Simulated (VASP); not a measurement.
Input of a VASP 6.6.1 run:

POSCAR

```
TaF3
1.0
    3.9012000000      0.0000000000      0.0000000000
    0.0000000000      3.9012000000      0.0000000000
    0.0000000000      0.0000000000      3.9012000000
Ta F
1 3
Direct
    0.0000000000      0.0000000000      0.0000000000
    0.5000000000      0.0000000000      0.0000000000
    0.0000000000      0.5000000000      0.0000000000
    0.0000000000      0.0000000000      0.5000000000
```

Contents of INCAR.step1:

```
PREC = Accurate
ENCUT = 660
ISMEAR = -1
SIGMA = 0.1
LREAL = F
LASPH = T
NELM = 120
NBANDS = 24
GGA = PE
ALGO = Normal
EDIFF = 1E-5
LWAVE = T
LCHARG = F
GGA_COMPAT = F
```

The input INCAR.step2:

```
PREC = Accurate
ENCUT = 660
EDIFF = 1E-6
ISMEAR = -1
SIGMA = 0.1
LREAL = F
LASPH = T
NELM = 120
ALGO = Normal
ISIF = 2
LWAVE = F
LCHARG = T
METAGGA = R2SCAN
LMIXTAU = T
LELF = T
LVHAR = T
NBANDS = 24
ISTART = 1
GGA_COMPAT = F
```

Contents of KPOINTS:

```
regular mesh
0
Gamma
  4 4 4
```

Potentials or basis: VASP PAW PBE potentials, release 64 (Ta_pv, F).

Run with:

```console
$ cat potpaw_PBE.64/Ta_pv/POTCAR potpaw_PBE.64/F/POTCAR > POTCAR
$ cp INCAR.step1 INCAR
$ mpirun -np 1 vasp_std > vasp.out
$ cp INCAR.step2 INCAR
$ mpirun -np 1 vasp_std > vasp.out
```

Q: Predict the band gap on the k mesh.

A: Zero (bands 16 and 17 overlap by 3.03 eV).

Q: Predict the pressure.

A: 23.2 GPa.

Caveat: the k points lie up to 0.40 Å⁻¹ apart, too coarse for converged energies and pressures of a metal; the PAW data sets were made with another functional, which shifts forces and pressure a little; spin-orbit coupling is left out, which moves the levels of the heavy elements.
